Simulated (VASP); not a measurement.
# Al32Si (a cell with a defect) in VASP: further runs

Runs on Al32Si (a cell with a defect). Level: PBE+D3(BJ). Tasks: single point.

All numbers are computed with VASP 6.6.1; they aren't measurements. Logs are shortened: lines on timing, memory, paths and dates and some standing lists are left out, and cuts for length are marked.

## (1) The cell of the first run

The cell holds a defect, 33 atoms: a = 8.100 Å, b = 8.100 Å, c = 8.100 Å, α = 90.00°, β = 90.00°, γ = 90.00°.

## (2) Single point, PBE+D3(BJ)

INCAR

```
SYSTEM = Al32Si
PREC = Accurate ; ENCUT = 400
EDIFF = 1E-6 ; ISMEAR = 0
SIGMA = 0.05 ; LREAL = Auto
LASPH = .TRUE. ; NELM = 120
ALGO = Normal ; ISIF = 2
LWAVE = .FALSE. ; LCHARG = .FALSE.
GGA = PE ; IVDW = 12
NBANDS = 72 ; GGA_COMPAT = .FALSE.
```

KPOINTS

```
regular mesh
0
G
  2 2 2
  0 0 0
```

POSCAR

```
Al32Si
1.0
    8.1000000000      0.0000000000      0.0000000000
    0.0000000000      8.1000000000      0.0000000000
    0.0000000000      0.0000000000      8.1000000000
Al Si
32 1
Direct
    0.4989690123     -0.0012544444     -0.0014335802
    0.7500208642      0.2499961728     -0.0510080247
    0.7500411111     -0.0505039506      0.2499649383
    0.0013966667     -0.0011154321     -0.0012828395
    0.2503785185      0.2500204938     -0.0116902469
    0.4989893827      0.5012886420     -0.0014138272
    0.7502703704      0.7500513580     -0.0116951852
    0.2503880247     -0.0115934568      0.2498317284
    0.4501246914      0.2499941975      0.2499476543
    0.7500427160      0.5507256790      0.2499650617
    0.4989250617     -0.0013125926      0.5011869136
    0.7500700000      0.2499960494      0.5502195062
    0.7502845679     -0.0115900000      0.7497854321
    0.0013777778      0.5011525926     -0.0012632099
    0.2501575309      0.7500092593     -0.0034058025
    0.0513567901      0.2499961728      0.2499974074
    0.2503887654      0.5116191358      0.2498325926
    0.4885396296      0.7500498765      0.2498183951
    0.0014860494     -0.0011918519      0.5010828395
    0.2504030864      0.2500222222      0.5115267901
    0.4989451852      0.5013466667      0.5011679012
    0.7503030864      0.7500514815      0.5115181481
    0.2501688889     -0.0032638272      0.7498993827
    0.4885444444      0.2500214815      0.7497797531
    0.7502846914      0.5116176543      0.7497856790
    0.0117532099      0.7500509877      0.2498500000
    0.0014670370      0.5012285185      0.5010637037
    0.2501779012      0.7500091358      0.5031390123
    0.0117565432      0.2500203704      0.7498046914
    0.2501682716      0.5032864198      0.7499003704
    0.4969523457      0.7500088889      0.7498881481
    0.0034902469      0.7500098765      0.7499098765
    0.7509403704      0.2501432099      0.2495001235
```

Potentials or basis: VASP PAW PBE potentials, release 64 (Al, Si).

Command:

```
$ cat potpaw_PBE.64/Al/POTCAR potpaw_PBE.64/Si/POTCAR > POTCAR
$ mpirun -np 1 vasp_std > vasp.out
```

OUTCAR:

```text
SYSTEM = Al32Si
   PREC = Accurate
   ENCUT = 400
   EDIFF = 1E-6
   ISMEAR = 0
   LREAL = Auto
   LASPH = .TRUE.
   NELM = 120
   ISIF = 2
   GGA = PE
   IVDW = 12
 IVDW          = 12

 ion  position               nearest neighbor table
   1  0.499  0.999  0.999-  31 2.85  23 2.85  15 2.85   8 2.86   5 2.86  18 2.86   7 2.87  24 2.87
                            13 2.87   2 2.90   3 2.91   9 2.91
   2  0.750  0.250  0.949-  33 2.43  24 2.66  13 2.66  25 2.66  29 2.66   1 2.90   6 2.91   4 2.91
                            14 2.91  12 3.23
   3  0.750  0.949  0.250-  33 2.44  18 2.66  22 2.66   7 2.66  26 2.67  11 2.90   1 2.91  19 2.91
                             4 2.91  10 3.23
   4  0.001  0.999  0.999-  23 2.85  15 2.85  32 2.85   7 2.86  26 2.86  29 2.87  13 2.87   8 2.87
                             5 2.87  16 2.91   2 2.91   3 2.91
   5  0.250  0.250  0.988-  16 2.66   9 2.67  24 2.73  29 2.73  30 2.82  23 2.82   1 2.86   6 2.86
                             4 2.87  14 2.87  17 3.00   8 3.00
   6  0.499  0.501  0.999-  31 2.85  30 2.85  15 2.85  17 2.86   5 2.86  18 2.87   7 2.87  24 2.87
                            25 2.87   2 2.91  10 2.91   9 2.91
   7  0.750  0.750  0.988-  10 2.66   3 2.66  13 2.73  25 2.73  32 2.82  31 2.82   4 2.86   1 2.87
                            14 2.87   6 2.87  26 3.00  18 3.00
   8  0.250  0.988  0.250-  16 2.66   9 2.67  18 2.73  26 2.73  15 2.82  28 2.82   1 2.86  11 2.86
                             4 2.87  19 2.87   5 3.00  20 3.00
   9  0.450  0.250  0.250-  33 2.44  20 2.67   8 2.67  17 2.67   5 2.67  11 2.91  21 2.91   1 2.91
[... 32 lines left out ...]
                            14 2.87   6 2.87  29 3.00  24 3.00
  26  0.012  0.750  0.250-  10 2.66   3 2.67   8 2.73  17 2.73  15 2.82  28 2.82   4 2.86  19 2.86
                            14 2.87  27 2.87   7 3.00  22 3.00
  27  0.001  0.501  0.501-  28 2.85  30 2.85  32 2.85  25 2.86  29 2.86  22 2.86  26 2.87  20 2.87
                            17 2.87  16 2.91  10 2.91  12 2.91
  28  0.250  0.750  0.503-  18 2.82  17 2.82   8 2.82  26 2.82  32 2.83  30 2.83  23 2.83  31 2.83
                            11 2.85  21 2.85  19 2.85  27 2.85
  29  0.012  0.250  0.750-   2 2.66  12 2.67  20 2.73   5 2.73  30 2.82  23 2.82  19 2.86  27 2.86
                             4 2.87  14 2.87  25 3.00  13 3.00
  30  0.250  0.503  0.750-  20 2.82  24 2.82   5 2.82  29 2.82  32 2.83  15 2.83  28 2.83  31 2.83
                             6 2.85  21 2.85  27 2.85  14 2.85
  31  0.497  0.750  0.750-  22 2.82  25 2.82  13 2.82   7 2.82  15 2.83  30 2.83  23 2.83  28 2.83
                            11 2.85  21 2.85   1 2.85   6 2.85
  32  0.003  0.750  0.750-  22 2.82  25 2.82  13 2.82   7 2.82  15 2.83  30 2.83  23 2.83  28 2.83
                            19 2.85  27 2.85   4 2.85  14 2.85
  33  0.751  0.250  0.250-  16 2.43   2 2.43  10 2.43   3 2.44  12 2.44   9 2.44

  LATTYP: Found a simple cubic cell.
 ALAT       =     8.1000000000

  Lattice vectors:

 A1 = (   8.1000000000,   0.0000000000,   0.0000000000)
 A2 = (   0.0000000000,   8.1000000000,   0.0000000000)
 A3 = (   0.0000000000,   0.0000000000,   8.1000000000)

Analysis of symmetry for initial positions (statically):
=====================================================================
 Subroutine PRICEL returns:
 Original cell was already a primitive cell.

 Routine SETGRP: Setting up the symmetry group for a
 simple cubic supercell.

 Subroutine GETGRP returns: Found  1 space group operations
 (whereof  1 operations were pure point group operations)
 out of a pool of 48 trial point group operations.

The static configuration has the point symmetry C_1 .

Analysis of symmetry for dynamics (positions and initial velocities):
=====================================================================
 Subroutine PRICEL returns:
 Original cell was already a primitive cell.

 Routine SETGRP: Setting up the symmetry group for a
 simple cubic supercell.

 Subroutine GETGRP returns: Found  1 space group operations
 (whereof  1 operations were pure point group operations)
 out of a pool of 48 trial point group operations.

The dynamic configuration has the point symmetry C_1 .

 Subroutine INISYM returns: Found  1 space group operations
 (whereof  1 operations are pure point group operations),
 and found     1 'primitive' translations

----------------------------------------------------------------------------------------

                                     Primitive cell

  volume of cell :     531.4410

  direct lattice vectors                    reciprocal lattice vectors
     8.100000000  0.000000000  0.000000000     0.123456790  0.000000000  0.000000000
     0.000000000  8.100000000  0.000000000     0.000000000  0.123456790  0.000000000
[... 88 lines left out ...]
     0.000000000  0.061728395  0.000000000     0.000000000  0.500000000  0.000000000
     0.000000000  0.000000000  0.061728395     0.000000000  0.000000000  0.500000000

  Length of vectors
     0.061728395  0.061728395  0.061728395

  Shift w.r.t. Gamma in fractional coordinates (k-lattice)
     0.000000000  0.000000000  0.000000000

 Subroutine IBZKPT returns following result:
 ===========================================

 Found      8 irreducible k-points:

 Following reciprocal coordinates:
            Coordinates               Weight
  0.000000  0.000000  0.000000      1.000000
  0.500000  0.000000  0.000000      1.000000
  0.000000  0.500000  0.000000      1.000000
  0.000000  0.000000  0.500000      1.000000
  0.500000  0.500000  0.000000      1.000000
  0.000000  0.500000  0.500000      1.000000
  0.500000  0.000000  0.500000      1.000000
  0.500000  0.500000  0.500000      1.000000
   k-points           NKPTS =      8   k-points in BZ     NKDIM =      8   number of bands    NBANDS=     72
   number of dos      NEDOS =    301   number of ions     NIONS =     33
   total plane-waves  NPLWV = 157464
   dimension x,y,z NGX =    54 NGY =   54 NGZ =   54
   dimension x,y,z NGXF=   108 NGYF=  108 NGZF=  108
   ions per type =              32   1
   NGX,Y,Z   is equivalent  to a cutoff of  11.08, 11.08, 11.08 a.u.
   NGXF,Y,Z  is equivalent  to a cutoff of  22.17, 22.17, 22.17 a.u.
 SYSTEM =  Al32Si
   PREC   = accura    normal or accurate (medium, high low for compatibility)
   ISTART =      0    job   : 0-new  1-cont  2-samecut
   ICHARG =      2    charge: 1-file 2-atom 10-const
   ISPIN  =      1    spin polarized calculation?
   LNONCOLLINEAR =      F non collinear calculations
   LSORBIT =      F    spin-orbit coupling
   LASPH  =      T    aspherical Exc in radial PAW
   ENCUT  =  400.0 eV  29.40 Ry    5.42 a.u.  13.21 13.21 13.21*2*pi/ulx,y,z
   NELM   =    120;   NELMIN=  2; NELMDL= -5     # of ELM steps
   EDIFF  = 0.1E-05   stopping-criterion for ELM
   LREAL  =      T    real-space projection
   EDIFFG = 0.1E-04   stopping-criterion for IOM
   NSW    =      0    number of steps for IOM
   IBRION =     -1    ionic relax: 0-MD 1-quasi-New 2-CG
   NFREE  =      0    steps in history (QN), initial steepest desc. (CG)
   ISIF   =      2    stress and relaxation
   ISYM   =      2    0-nonsym 1-usesym 2-fastsym
   POTIM  = 0.5000    time-step for ionic-motion
   TEBEG  =    0.0;   TEEND  =   0.0 temperature during run
   PSTRESS=    0.0 pullay stress
   NELECT =     100.0000    total number of electrons
   NUPDOWN=      -1.0000    fix difference up-down
   EMIN   =  10.00;   EMAX   =-10.00  energy-range for DOS
   EFERMI =   0.00;   METHOD = LEGACY
   ISMEAR =     0;   SIGMA  =   0.05  broadening in eV -4-tet -1-fermi 0-gaus
   EFERMI_NEDOS =   21; number of points for ismear=-14 and -15
   IALGO  =     38    algorithm
   IMIX   =      4    mixing-type and parameters
     AMIX     =   0.40;   BMIX     =  1.00
     AMIX_MAG =   1.60;   BMIX_MAG =  1.00
  volume/ion in A,a.u.               =      16.10       108.68
  Fermi-wavevector in a.u.,A,eV,Ry     =   0.938116  1.772782 11.973962  0.880061
  Thomas-Fermi vector in A             =   2.065295
   LORBIT       =      0    0 simple, 1 ext, 2 COOP (PROOUT), +10 PAW based schemes
   GGA     = PE    functional components
   LHFCALC =     F    Hartree Fock is set to
   AEXX    =    0.0000 exact exchange contribution
   IVDW    =    12    specifies the selected vdW correction
   LEPSILON=     F    determine dielectric tensor
   LRPA    =     F    only Hartree local field effects (RPA)
 non-spin polarized calculation
 Gauss-broadening in eV      SIGMA  =   0.05
  energy-cutoff  :      400.00
  volume of cell :      531.44
 maximum number of plane-waves:      9771
 NGX is ok and might be reduce to    54
   NGX = 27   NGY = 27   NGZ = 27

 number of electron     100.0000002 magnetization

 Free energy of the ion-electron system (eV)
  ---------------------------------------------------
  ext. energy  EPLUGINS =         0.00000000
  ---------------------------------------------------
  free energy    TOTEN  =      -124.04818036 eV

  energy without entropy =     -124.03670479  energy(sigma->0) =     -124.04244257

 E-fermi :   7.9205     XC(G=0): -10.2845

 val. band max:        7.9008680732   @ k =   0.0000   0.5000   0.0000
 cond. band min:       8.1579667648   @ k =   0.0000   0.5000   0.0000
 fundamental gap:      0.2570986916
 Fermi energy:         7.9204791127

 k-point     1 :       0.0000    0.0000    0.0000
  band No.  band energies     occupation
      1      -3.2124      2.00000
      2      -1.6312      2.00000
      3      -1.0023      2.00000
      4      -1.0023      2.00000
      5      -0.7073      2.00000
      6      -0.7071      2.00000
[... 509 lines left out ...]
     61      10.7883      0.00000
     62      11.1862      0.00000
 [bands above 62 left out]

------------------------ aborting loop because EDIFF is reached ----------------------------------------

 Edisp (eV)  -11.42712

 E8    (eV) :    -5.0998

  FORCE on cell =-STRESS in cart. coord.  units (eV):
  Direction    XX          YY          ZZ          XY          YZ          ZX
  --------------------------------------------------------------------------------------
  -------------------------------------------------------------------------------------
  Total       0.34528     0.34729     0.34491     0.00002     0.00009     0.00475
  in kB       1.04095     1.04700     1.03984     0.00006     0.00027     0.01431
  external pressure =        1.04 kB  Pullay stress =        0.00 kB

 VOLUME and BASIS-vectors are now :
 -----------------------------------------------------------------------------
  energy-cutoff  :      400.00
  volume of cell :      531.44
      direct lattice vectors                 reciprocal lattice vectors
     8.100000000  0.000000000  0.000000000     0.123456790  0.000000000  0.000000000
     0.000000000  8.100000000  0.000000000     0.000000000  0.123456790  0.000000000
     0.000000000  0.000000000  8.100000000     0.000000000  0.000000000  0.123456790

 POSITION                                       TOTAL-FORCE (eV/Angst)
 -----------------------------------------------------------------------------------
      4.04165      8.08984      8.08839         0.011791      0.011334      0.011470
      6.07517      2.02497      7.68683         0.000106      0.000170     -0.007886
      6.07533      7.69092      2.02472         0.000145     -0.009494     -0.000040
      0.01131      8.09096      8.08961        -0.011160      0.010904      0.010973
      2.02807      2.02517      8.00531        -0.000357      0.000207     -0.010778
      4.04181      4.06044      8.08855         0.011736     -0.011397      0.011463
[... 25 lines left out ...]
      0.02827      6.07508      6.07427        -0.026740      0.000117      0.000140
      6.08262      2.02616      2.02095        -0.001704     -0.000197      0.000673
 -----------------------------------------------------------------------------------
    total drift:                               -0.001387      0.000466      0.001464

  FREE ENERGIE OF THE ION-ELECTRON SYSTEM (eV)
  ---------------------------------------------------
  free  energy   TOTEN  =      -135.4753000667 eV

  energy  without entropy=     -135.4638244968  energy(sigma->0) =     -135.46956228
```

Run time: 4 min. Hardware: 1 thread of Intel Xeon Platinum 8488C (Sapphire Rapids), shared host; peak memory 0.43 GiB.

Results:

```
Free energy                : -135.4753 eV
Pressure                   : 0.1 GPa
Largest force              : 0.027 eV/Å
Band gap on the k mesh     : zero (band 50 reaches 8.45 eV, above the bottom of band 51 at 7.43 eV)
Dispersion energy per atom : -0.346 eV
```

Forces on the atoms (eV/Å):
```
Al   0.012  0.011  0.011
Al   0.000  0.000 -0.008
Al   0.000 -0.009  0.000
Al  -0.011  0.011  0.011
Al   0.000  0.000 -0.011
Al   0.012 -0.011  0.011
Al   0.000  0.000 -0.011
Al   0.000 -0.010  0.000
Al  -0.010  0.000  0.000
Al   0.000  0.010  0.000
Al   0.012  0.012 -0.012
Al   0.000  0.000  0.010
Al   0.000 -0.010  0.000
Al  -0.011 -0.011  0.011
Al   0.000  0.000  0.027
Al   0.008  0.000  0.000
Al   0.000  0.010  0.000
Al  -0.009  0.000  0.000
Al  -0.011  0.011 -0.012
Al   0.000  0.000  0.009
Al   0.012 -0.012 -0.011
Al  -0.001  0.000  0.009
Al   0.000  0.027  0.000
Al  -0.009  0.000  0.000
Al   0.000  0.010  0.000
Al   0.011  0.000  0.000
Al  -0.011 -0.011 -0.012
Al   0.000  0.000 -0.026
Al   0.011  0.000  0.000
Al   0.000 -0.027  0.000
Al   0.026  0.000  0.000
Al  -0.027  0.000  0.000
Si  -0.002  0.000  0.001
```

Caveat: the k points lie up to 0.39 Å⁻¹ apart.

(Continued in part 2 of 2.)
